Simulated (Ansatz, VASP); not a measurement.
## Sb in VASP and in Ansatz

```xyz
1
Lattice="3.1600 0.0000 0.0000 0.0000 3.1600 0.0000 0.0000 0.0000 3.1600" Properties=species:S:1:pos:R:3 pbc="T T T"
Sb    0.0000    0.0000    0.0000
```

Alike in both runs: functional PBE exchange alone; k mesh 8 × 8 × 8; occupations fermi-dirac, width 0.1 eV; non-collinear spin, spin-orbit coupling.

```csv
,VASP,Ansatz
version,VASP 6.6.1,Ansatz 0.2.0
potentials or method,"VASP PAW PBE potentials, release 64 (Sb)",Ansatz PAW
plane-wave cutoff (eV),520,420
valence electrons in the cell,5,15
task,single point,band structure
```

|  | VASP | Ansatz | Ansatz less VASP |
| --- | --- | --- | --- |
| pressure (GPa) | 7.1 | 7.0 | -0.13 |
| net moment per atom (μB) | 0.00 | 0.00 | 0.000 |

VASP's potentials were made for PBE, not for PBE exchange alone. VASP's potentials hold 5 valence electrons a cell and Ansatz's 15, so a difference there can come from the potentials and not from the codes.
